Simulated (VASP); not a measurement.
# PbSe (Immm) in VASP: further runs

The runs below take PbSe through single point, with PBE+D3(BJ).

All numbers are computed with VASP 6.6.1; they aren't measurements. Logs are shortened: lines on timing, memory, paths and dates and some standing lists are left out, and cuts for length are marked.

## (1) The cell of the first run

It takes space group Immm (No. 71, orthorhombic). Conventional cell: a = 3.741 Å, b = 4.218 Å, c = 6.134 Å, α = 90.00°, β = 90.00°, γ = 90.00°. Within 3.8 Å of Pb (site symmetry mmm) lie 6 Se at 2.82 to 3.07 Å and 2 Pb at 3.74 Å. Within 3.8 Å of Se (site symmetry mmm) lie 6 Pb at 2.82 to 3.07 Å and 2 Se at 3.74 Å.

## (2) Single point, PBE+D3(BJ)

The input, INCAR:

```
SYSTEM = PbSe
PREC = Accurate
ENCUT = 520
EDIFF = 1E-6
ISMEAR = 0
SIGMA = 0.03
LREAL = .False.
LASPH = .True.
NELM = 80
ALGO = Normal
ISIF = 2
LWAVE = .False.
LCHARG = .True.
GGA = PE
IVDW = 12
LELF = .True.
LVHAR = .True.
NBANDS = 17
```

The input, KPOINTS:

```
regular mesh
0
Gamma
  10 10 10
  0 0 0
```

The input, POSCAR:

```
PbSe
1.0
   -0.1686898036      2.8140526321      3.0670873374
    2.8140526321     -0.1686898036      3.0670873374
    2.6453628285      2.6453628285      0.0000000000
Pb Se
1 1
Direct
    0.0000000000      0.0000000000      0.0000000000
    0.5000000000      0.5000000000      0.5000000000
```

Potentials or basis: VASP PAW PBE potentials, release 64 (Pb_d, Se).

Run with:

```bash
$ cat potpaw_PBE.64/Pb_d/POTCAR potpaw_PBE.64/Se/POTCAR > POTCAR
$ mpirun -np 1 vasp_std > vasp.out
```

OUTCAR:

```text
SYSTEM = PbSe
   PREC = Accurate
   ENCUT = 520
   EDIFF = 1E-6
   ISMEAR = 0
   LREAL = .False.
   LASPH = .True.
   NELM = 80
   ISIF = 2
   GGA = PE
   IVDW = 12
 IVDW          = 12

 ion  position               nearest neighbor table
   1  0.000  0.000  0.000-   2 2.82   2 2.82   2 2.82   2 2.82   2 3.07   2 3.07
   2  0.500  0.500  0.500-   1 2.82   1 2.82   1 2.82   1 2.82   1 3.07   1 3.07

  LATTYP: Found a body centered orthorhombic cell.
 ALAT       =     3.7411079895
 B/A-ratio  =     1.1275362319
 C/A-ratio  =     1.6396678984

  Lattice vectors:

 A1 = (   0.1686898036,  -2.8140526321,  -3.0670873374)
 A2 = (  -0.1686898036,   2.8140526321,  -3.0670873374)
 A3 = (   2.8140526321,  -0.1686898036,   3.0670873374)

Analysis of symmetry for initial positions (statically):
=====================================================================
 Subroutine PRICEL returns:
 Original cell was already a primitive cell.

 Routine SETGRP: Setting up the symmetry group for a
 body centered orthorhombic supercell.

 Subroutine GETGRP returns: Found  8 space group operations
 (whereof  8 operations were pure point group operations)
 out of a pool of  8 trial point group operations.

The static configuration has the point symmetry D_2h.

Analysis of symmetry for dynamics (positions and initial velocities):
=====================================================================
 Subroutine PRICEL returns:
 Original cell was already a primitive cell.

 Routine SETGRP: Setting up the symmetry group for a
 body centered orthorhombic supercell.

 Subroutine GETGRP returns: Found  8 space group operations
 (whereof  8 operations were pure point group operations)
 out of a pool of  8 trial point group operations.

The dynamic configuration has the point symmetry D_2h.

 Subroutine INISYM returns: Found  8 space group operations
 (whereof  8 operations are pure point group operations),
 and found     1 'primitive' translations

----------------------------------------------------------------------------------------

                                     Primitive cell

  volume of cell :      48.4013

  direct lattice vectors                    reciprocal lattice vectors
    -0.168689804  2.814052632  3.067087337    -0.167630967  0.167630967  0.163021116
     2.814052632 -0.168689804  3.067087337     0.167630967 -0.167630967  0.163021116
     2.645362829  2.645362829  0.000000000     0.189009989  0.189009989 -0.163021116

  length of vectors
     4.165858039  4.165858039  3.741107989     0.287708475  0.287708475  0.313090141

  position of ions in fractional coordinates (direct lattice)
     0.000000000  0.000000000  0.000000000
[... 81 lines left out ...]
   NSW    =      0    number of steps for IOM
   IBRION =     -1    ionic relax: 0-MD 1-quasi-New 2-CG
   NFREE  =      0    steps in history (QN), initial steepest desc. (CG)
   ISIF   =      2    stress and relaxation
   ISYM   =      2    0-nonsym 1-usesym 2-fastsym
   POTIM  = 0.5000    time-step for ionic-motion
   TEBEG  =    0.0;   TEEND  =   0.0 temperature during run
   PSTRESS=    0.0 pullay stress
   NELECT =      20.0000    total number of electrons
   NUPDOWN=      -1.0000    fix difference up-down
   EMIN   =  10.00;   EMAX   =-10.00  energy-range for DOS
   EFERMI =   0.00;   METHOD = LEGACY
   ISMEAR =     0;   SIGMA  =   0.03  broadening in eV -4-tet -1-fermi 0-gaus
   EFERMI_NEDOS =   21; number of points for ismear=-14 and -15
   IALGO  =     38    algorithm
   IMIX   =      4    mixing-type and parameters
     AMIX     =   0.40;   BMIX     =  1.00
     AMIX_MAG =   1.60;   BMIX_MAG =  1.00
  volume/ion in A,a.u.               =      24.20       163.31
  Fermi-wavevector in a.u.,A,eV,Ry     =   1.219361  2.304259 20.229717  1.486842
  Thomas-Fermi vector in A             =   2.354616
   LORBIT       =      0    0 simple, 1 ext, 2 COOP (PROOUT), +10 PAW based schemes
   GGA     = PE    functional components
   LHFCALC =     F    Hartree Fock is set to
   AEXX    =    0.0000 exact exchange contribution
   IVDW    =    12    specifies the selected vdW correction
   LEPSILON=     F    determine dielectric tensor
   LRPA    =     F    only Hartree local field effects (RPA)
 non-spin polarized calculation
 Gauss-broadening in eV      SIGMA  =   0.03
  energy-cutoff  :      520.00
  volume of cell :       48.40
 maximum number of plane-waves:      1320
   NGX = 15   NGY = 15   NGZ = 13

 number of electron      20.0000003 magnetization

 Free energy of the ion-electron system (eV)
  ---------------------------------------------------
  ext. energy  EPLUGINS =         0.00000000
  ---------------------------------------------------
  free energy    TOTEN  =        -7.50928040 eV

  energy without entropy =       -7.50918207  energy(sigma->0) =       -7.50923124

 E-fermi :   7.5028     XC(G=0): -10.3388

 val. band max:        7.4741619219   @ k =  -0.1000   0.0000   0.4000
 cond. band min:       7.5225857613   @ k =  -0.3000   0.1000   0.0000
 fundamental gap:      0.0484238394
 Fermi energy:         7.5028479076

 k-point     1 :       0.0000    0.0000    0.0000
  band No.  band energies     occupation
      1      -9.9760      2.00000
      2      -9.9135      2.00000
      3      -9.9026      2.00000
      4      -9.8890      2.00000
      5      -9.8875      2.00000
      6      -7.8451      2.00000
[... 457 lines left out ...]
      4      -9.8423      2.00000
      5      -9.8421      2.00000
      6      -6.5140      2.00000
[... 9 lines left out ...]
     16      18.8554      0.00000
     17      19.5702      0.00000

 [... further k-points ...]

------------------------ aborting loop because EDIFF is reached ----------------------------------------

 Edisp (eV)   -0.87607

 E8    (eV) :    -0.4079

  FORCE on cell =-STRESS in cart. coord.  units (eV):
  Direction    XX          YY          ZZ          XY          YZ          ZX
  --------------------------------------------------------------------------------------
  -------------------------------------------------------------------------------------
  Total       6.16499     6.16499     0.48614     0.23905     0.00000     0.00000
  in kB     204.07309   204.07309    16.09203     7.91313     0.00000     0.00000
  external pressure =      141.41 kB  Pullay stress =        0.00 kB

 VOLUME and BASIS-vectors are now :
 -----------------------------------------------------------------------------
  energy-cutoff  :      520.00
  volume of cell :       48.40
      direct lattice vectors                 reciprocal lattice vectors
    -0.168689804  2.814052632  3.067087337    -0.167630967  0.167630967  0.163021116
     2.814052632 -0.168689804  3.067087337     0.167630967 -0.167630967  0.163021116
     2.645362829  2.645362829  0.000000000     0.189009989  0.189009989 -0.163021116

 POSITION                                       TOTAL-FORCE (eV/Angst)
 -----------------------------------------------------------------------------------
      0.00000      0.00000      0.00000         0.000000     -0.000000      0.000000
      2.64536      2.64536      3.06709        -0.000000      0.000000     -0.000000
 -----------------------------------------------------------------------------------
    total drift:                                0.000000     -0.000000     -0.000000

  FREE ENERGIE OF THE ION-ELECTRON SYSTEM (eV)
  ---------------------------------------------------
  free  energy   TOTEN  =        -8.3853504880 eV

  energy  without entropy=       -8.3852521533  energy(sigma->0) =       -8.38530132
```

stdout:

```text
POSCAR found type information on POSCAR PbSe
 POSCAR found :  2 types and       2 ions
 scaLAPACK will be used
 LDA part: xc-table for (Slater+PW92), standard interpolation
 POSCAR, INCAR and KPOINTS ok, starting setup
 FFT: planning ... GRIDC
 FFT: planning ... GRID_SOFT
 FFT: planning ... GRID
 WAVECAR not read
 entering main loop
```

Run time: 2.4 min. Hardware: 1 thread of Intel Xeon 8259CL, shared host; peak memory 0.3 GiB.

Results:

| Quantity | Value |
| --- | --- |
| Free energy | -8.3854 eV |
| Pressure | 14.1 GPa |
| Band gap on the k mesh | zero (bands 10 and 11 overlap by 0.52 eV) |
| Dispersion energy per atom | -0.438 eV |

Stress tensor (GPa, compression positive):
```
20.41  0.79  0.00
 0.79 20.41  0.00
 0.00  0.00  1.61
```

Caveat: the cell stands under pressure; semilocal functionals underestimate gaps, so a narrow gap can read as zero; spin-orbit coupling is left out, which moves the levels of the heavy elements.

## (3) Single point, PBE+D3(BJ)

This run uses another cell than the first one, of 25.42 Å³/atom.

The input, INCAR:

```
SYSTEM = PbSe
PREC     = Accurate       ! precision mode
ENCUT    = 520            ! plane-wave cutoff, eV
EDIFF    = 1E-6           ! SCF threshold, eV
ISMEAR   = 0              ! smearing method
SIGMA    = 0.03           ! smearing width, eV
LREAL    = .FALSE.        ! projectors in reciprocal space
LASPH    = .TRUE.         ! aspherical terms in the spheres
NELM     = 60             ! most SCF steps
ALGO     = Normal         ! electronic algorithm
ISIF     = 2              ! what is computed and relaxed
LWAVE    = .FALSE.        ! write WAVECAR
LCHARG   = .FALSE.        ! write CHGCAR
GGA      = PE             ! functional
IVDW     = 12             ! dispersion correction
NBANDS   = 17             ! bands
```

The input, KPOINTS:

```
regular mesh
0
G
  10 10 10
  0 0 0
```

The input, POSCAR:

```
PbSe
1.0
   -0.3373796071      2.8983975338      3.0670873374
    2.8983975338     -0.3373796071      3.0670873374
    2.5610179267      2.5610179267      0.0000000000
Pb Se
1 1
Direct
    0.0000000000      0.0000000000      0.0000000000
    0.5000000000      0.5000000000      0.5000000000
```

Potentials or basis: VASP PAW PBE potentials, release 64 (Pb_d, Se).

Run with:

```bash
$ cat potpaw_PBE.64/Pb_d/POTCAR potpaw_PBE.64/Se/POTCAR > POTCAR
$ mpirun -np 1 vasp_std > vasp.out
```

OUTCAR:

```text
SYSTEM = PbSe
   PREC = Accurate
   ENCUT = 520
   EDIFF = 1E-6
   ISMEAR = 0
   LREAL = .FALSE.
   LASPH = .TRUE.
   NELM = 60
   ISIF = 2
   GGA = PE
   IVDW = 12
 IVDW          = 12

 ion  position               nearest neighbor table
   1  0.000  0.000  0.000-   2 2.92   2 2.92   2 2.92   2 2.92   2 3.07   2 3.07
   2  0.500  0.500  0.500-   1 2.92   1 2.92   1 2.92   1 2.92   1 3.07   1 3.07

  LATTYP: Found a body centered orthorhombic cell.
 ALAT       =     3.6218262854
 B/A-ratio  =     1.2634730539
 C/A-ratio  =     1.6936689370

  Lattice vectors:

 A1 = (   0.3373796071,  -2.8983975338,  -3.0670873374)
 A2 = (  -0.3373796071,   2.8983975338,  -3.0670873374)
 A3 = (   2.8983975338,  -0.3373796071,   3.0670873374)

Analysis of symmetry for initial positions (statically):
=====================================================================
 Subroutine PRICEL returns:
 Original cell was already a primitive cell.

 Routine SETGRP: Setting up the symmetry group for a
 body centered orthorhombic supercell.

 Subroutine GETGRP returns: Found  8 space group operations
 (whereof  8 operations were pure point group operations)
 out of a pool of  8 trial point group operations.

The static configuration has the point symmetry D_2h.

Analysis of symmetry for dynamics (positions and initial velocities):
=====================================================================
 Subroutine PRICEL returns:
 Original cell was already a primitive cell.

 Routine SETGRP: Setting up the symmetry group for a
 body centered orthorhombic supercell.

 Subroutine GETGRP returns: Found  8 space group operations
 (whereof  8 operations were pure point group operations)
 out of a pool of  8 trial point group operations.

The dynamic configuration has the point symmetry D_2h.

 Subroutine INISYM returns: Found  8 space group operations
 (whereof  8 operations are pure point group operations),
 and found     1 'primitive' translations

----------------------------------------------------------------------------------------

[... 114 lines left out ...]
  Fermi-wavevector in a.u.,A,eV,Ry     =   1.199598  2.266911 19.579263  1.439035
  Thomas-Fermi vector in A             =   2.335456
   LORBIT       =      0    0 simple, 1 ext, 2 COOP (PROOUT), +10 PAW based schemes
   GGA     = PE    functional components
   LHFCALC =     F    Hartree Fock is set to
   AEXX    =    0.0000 exact exchange contribution
   IVDW    =    12    specifies the selected vdW correction
   LEPSILON=     F    determine dielectric tensor
   LRPA    =     F    only Hartree local field effects (RPA)
 non-spin polarized calculation
 Gauss-broadening in eV      SIGMA  =   0.03
  energy-cutoff  :      520.00
  volume of cell :       50.83
 maximum number of plane-waves:      1386
   NGX = 15   NGY = 15   NGZ = 13

 number of electron      20.0000004 magnetization

 Free energy of the ion-electron system (eV)
  ---------------------------------------------------
  ext. energy  EPLUGINS =         0.00000000
  ---------------------------------------------------
  free energy    TOTEN  =        -7.71798859 eV

  energy without entropy =       -7.71773568  energy(sigma->0) =       -7.71786214

 E-fermi :   6.4779     XC(G=0): -10.1258

 val. band max:        6.4472362969   @ k =  -0.2000   0.3000   0.1000
 cond. band min:       6.4874634811   @ k =   0.1000  -0.0000   0.5000
 fundamental gap:      0.0402271841
 Fermi energy:         6.4779350371

 k-point     1 :       0.0000    0.0000    0.0000
  band No.  band energies     occupation
      1     -10.6429      2.00000
      2     -10.5389      2.00000
      3     -10.5232      2.00000
      4     -10.5225      2.00000
      5     -10.5087      2.00000
      6      -7.9828      2.00000
[... 457 lines left out ...]
      4     -10.4891      2.00000
      5     -10.4803      2.00000
      6      -6.7472      2.00000
[... 9 lines left out ...]
     16      18.3748      0.00000
     17      18.6878      0.00000

 [... further k-points ...]

------------------------ aborting loop because EDIFF is reached ----------------------------------------

 Edisp (eV)   -0.83358

 E8    (eV) :    -0.3884

  FORCE on cell =-STRESS in cart. coord.  units (eV):
  Direction    XX          YY          ZZ          XY          YZ          ZX
  --------------------------------------------------------------------------------------
  -------------------------------------------------------------------------------------
  Total       3.60537     3.60537     0.01342     1.05054     0.00000     0.00000
  in kB     113.63518   113.63518     0.42305    33.11115     0.00000     0.00000
  external pressure =       75.90 kB  Pullay stress =        0.00 kB

 VOLUME and BASIS-vectors are now :
 -----------------------------------------------------------------------------
  energy-cutoff  :      520.00
  volume of cell :       50.83
      direct lattice vectors                 reciprocal lattice vectors
    -0.337379607  2.898397534  3.067087337    -0.154522385  0.154522385  0.163021116
     2.898397534 -0.337379607  3.067087337     0.154522385 -0.154522385  0.163021116
     2.561017927  2.561017927  0.000000000     0.195234869  0.195234869 -0.163021116

 POSITION                                       TOTAL-FORCE (eV/Angst)
 -----------------------------------------------------------------------------------
      0.00000      0.00000      0.00000         0.000000      0.000000     -0.000000
      2.56102      2.56102      3.06709        -0.000000     -0.000000      0.000000
 -----------------------------------------------------------------------------------
    total drift:                                0.000000     -0.000000     -0.000000

  FREE ENERGIE OF THE ION-ELECTRON SYSTEM (eV)
  ---------------------------------------------------
  free  energy   TOTEN  =        -8.5515724358 eV

  energy  without entropy=       -8.5513195281  energy(sigma->0) =       -8.55144598
```

It took 2.5 min on 1 thread of Intel Xeon 8259CL, shared host; peak memory 0.3 GiB.

What came out:

| Quantity | Value |
| --- | --- |
| Free energy | -8.5516 eV |
| Pressure | 7.6 GPa |
| Band gap on the k mesh | zero (bands 10 and 11 overlap by 0.89 eV) |
| Dispersion energy per atom | -0.417 eV |

Caveat: the cell stands under pressure; spin-orbit coupling is left out, which moves the levels of the heavy elements.

## (4) Single point, PBE+D3(BJ)

This run uses another cell than the first one, of 25.57 Å³/atom.

The input, INCAR:

```
PREC = Accurate
ENCUT = 520
EDIFF = 1E-6
ISMEAR = 0
SIGMA = 0.03
LREAL = F
LASPH = T
NELM = 80
ALGO = Normal
ISIF = 2
LWAVE = F
LCHARG = T
GGA = PE
IVDW = 12
LELF = T
LVHAR = T
NBANDS = 17
```

The input, KPOINTS:

```
regular mesh
0
Gamma
  10 10 10
```

The input, POSCAR:

```
PbSe
1.0
   -0.2530347053      2.8983975338      3.0670873374
    2.8983975338     -0.2530347053      3.0670873374
    2.6453628285      2.6453628285      0.0000000000
Pb Se
1 1
Direct
    0.0000000000      0.0000000000      0.0000000000
    0.5000000000      0.5000000000      0.5000000000
```

Run with:

```bash
$ cat potpaw_PBE.64/Pb_d/POTCAR potpaw_PBE.64/Se/POTCAR > POTCAR
$ mpirun -np 1 vasp_std > vasp.out
```

Wall time 2.4 min (1 thread of Intel Xeon 8259CL, shared host); peak memory 0.3 GiB.

It converged, with:

| Property | Result |
| --- | --- |
| Free energy | -8.6261 eV |
| Pressure | 7.7 GPa |
| Band gap on the k mesh | zero (bands 10 and 11 overlap by 0.70 eV) |
| Dispersion energy per atom | -0.414 eV |

Stress tensor (GPa, compression positive):
```
11.23  2.26  0.00
 2.26 11.23  0.00
 0.00  0.00  0.63
```

Levels at points of the mesh, in eV from the Fermi level:
| k point | band 8 | band 9 | band 10 | band 11 | band 12 | band 13 |
| --- | --- | --- | --- | --- | --- | --- |
| (0.00, 0.00, 0.00) | -3.39 | -2.22 | -1.62 | 3.80 | 5.19 | 5.59 |
| (0.50, 0.00, 0.00) | -2.13 | -1.19 | -0.09 | 0.61 | 1.95 | 2.70 |
| (0.50, 0.50, 0.00) | -5.95 | -4.80 | -2.75 | 3.75 | 5.88 | 6.33 |
| (0.00, 0.00, 0.50) | -2.21 | -2.09 | -0.70 | -0.46 | 0.89 | 1.12 |
| (0.50, 0.00, 0.50) | -6.02 | -4.35 | -3.67 | 3.12 | 5.02 | 5.24 |

Caveat: the cell stands under pressure; semilocal functionals underestimate gaps, so a narrow gap can read as zero; spin-orbit coupling is left out, which moves the levels of the heavy elements.

(Continued in part 2 of 2.)
